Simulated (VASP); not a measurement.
A run of VASP 6.6.1:

Contents of INCAR:

```
ALGO = Normal
EDIFF = 1E-6
EDIFFG = -0.04
ENCUT = 600
GGA = PE
IBRION = 2
ISIF = 3
ISMEAR = 0
LASPH = True
LCHARG = False
LREAL = False
LWAVE = False
NELM = 100
NSW = 90
PREC = Accurate
SIGMA = 0.1
```

Contents of KPOINTS:

```
k-points
0
Gamma
  6 6 6
```

File POSCAR:

```
Ge3Pd
1.0
    5.2736826077      0.0000000000      0.0000000000
   -2.6368413039      4.5671431098      0.0000000000
    0.0000000000      0.0000000000      3.1663620961
Ge Pd
3 1
Direct
    0.3892200280      0.0000000000      0.5000000000
    0.0000000000      0.3892200280      0.5000000000
    0.6107799720      0.6107799720      0.5000000000
    0.0000000000      0.0000000000      0.0000000000
```

Potentials or basis: VASP PAW PBE potentials, release 64 (Ge_d, Pd).

Launch:

```bash
$ cat potpaw_PBE.64/Ge_d/POTCAR potpaw_PBE.64/Pd/POTCAR > POTCAR
$ mpirun -np 1 vasp_std > vasp.out
```

Hardware: 1 thread of AMD EPYC 7R13 Processor (Zen 3) (shared host).

Task: How long does it take, and how much memory?

Result: It took 11 min on 1 thread of AMD EPYC 7R13 Processor (Zen 3), with other jobs on the host, peak memory 0.24 GiB. Counts: scf iterations 127, k points 28, ion steps 16.
